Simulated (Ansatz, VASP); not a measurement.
**Two plane-wave programs on Rb**

```
CELL_PARAMETERS angstrom
4.56217 0.00000 0.00000
0.00000 4.56217 0.00000
0.00000 0.00000 4.56217
ATOMIC_POSITIONS crystal
Rb 0.00000 0.00000 0.00000
```

Change from the starting cell: volume scaled by 0.96, PAW files.

Alike in both runs: task electric field gradients; functional PBE; k mesh 10 × 10 × 10; occupations fermi-dirac, width 0.08 eV; no spin polarisation.

|  | VASP | Ansatz |
| --- | --- | --- |
| version | VASP 6.6.1 | Ansatz 0.2.0 |
| potentials or method | VASP PAW PBE potentials, release 64 (Rb_sv) | PAW with Ansatz's default frozen-core files, scalar-relativistic |
| plane-wave cutoff (eV) | 520 | 420 |
| valence electrons in the cell | 9 | 9 |

```tsv
	VASP	Ansatz	Ansatz less VASP
pressure (GPa)	0.1	0.1	0.00
```

With one functional, cell and mesh, what is left measures potentials, basis and numerics.
